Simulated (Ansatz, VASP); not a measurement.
# Two plane-wave programs on Li2S

```
CELL_PARAMETERS angstrom
0.00000 2.84450 2.84450
2.84450 0.00000 2.84450
2.84450 2.84450 0.00000
ATOMIC_POSITIONS crystal
Li 0.25000 0.25000 0.25000
Li 0.75000 0.75000 0.75000
S 0.00000 0.00000 0.00000
```

Alike in both runs: functional r2SCAN; k mesh 8 × 8 × 8; occupations fermi-dirac, width 0.02 eV; no spin polarisation.

Ansatz relaxed the structure, and its values are those at the end. VASP's run is a single point on that final structure, the one shown.

|  | VASP | Ansatz |
| --- | --- | --- |
| version | VASP 6.6.1 | Ansatz 0.2.0 |
| potentials or method | VASP PAW PBE potentials, release 64 (Li_sv, S), cutoff 830 eV | PAW plane waves |
| valence electrons in the cell | 12 | 12 |

Ansatz gave:

```
gap on the k mesh at the Fermi level (eV) : 3.87
pressure (GPa)                            : 0.0
```

**Question.** Estimate VASP's values.

**Answer.** gap on the k mesh at the Fermi level (eV): 3.86; pressure (GPa): -0.2.

VASP's potentials were made for PBE, not for r2SCAN.
